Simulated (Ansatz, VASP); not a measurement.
**Two plane-wave programs on MgI2**

```
CELL_PARAMETERS angstrom
4.27831 0.00000 0.00000
-2.13916 3.70513 0.00000
0.00000 0.00000 6.75907
ATOMIC_POSITIONS crystal
Mg 0.00000 0.00000 0.00000
I 0.33333 0.66667 0.75763
I 0.66667 0.33333 0.24237
```

Change from the starting cell: strain +0.030 along x and y, -0.015 along z, atoms carried along.

Alike in both runs: task single point; functional PBE; k mesh 6 × 6 × 4; occupations gaussian, width 0.05 eV; no spin polarisation.

|  | VASP | Ansatz |
| --- | --- | --- |
| version | VASP 6.6.1 | Ansatz 0.2.0 |
| potentials or method | VASP PAW PBE potentials, release 64 (Mg, I), cutoff 520 eV | scalar-relativistic, plane waves, PAW |
| valence electrons in the cell | 16 | 44 |

|  | VASP | Ansatz | Ansatz less VASP |
| --- | --- | --- | --- |
| gap on the k mesh at the Fermi level (eV) | 3.23 | 3.25 | +0.018 |
| least direct gap on the mesh (eV) | 3.23 | 3.25 | +0.018 |
| pressure (GPa) | -0.1 | -0.1 | +0.05 |
| traceless stress, the component that is largest in VASP (GPa) | 0.99 | 0.99 | -0.007 |
| rms of the force components (eV/Å) | 0.033 | 0.028 | -0.0045 |

Atom by atom the forces differ by 0.005 eV/Å (rms over components). VASP's potentials hold 16 valence electrons a cell and Ansatz's 44, so a difference there can come from the potentials and not from the codes.

Spin-orbit coupling is off throughout.
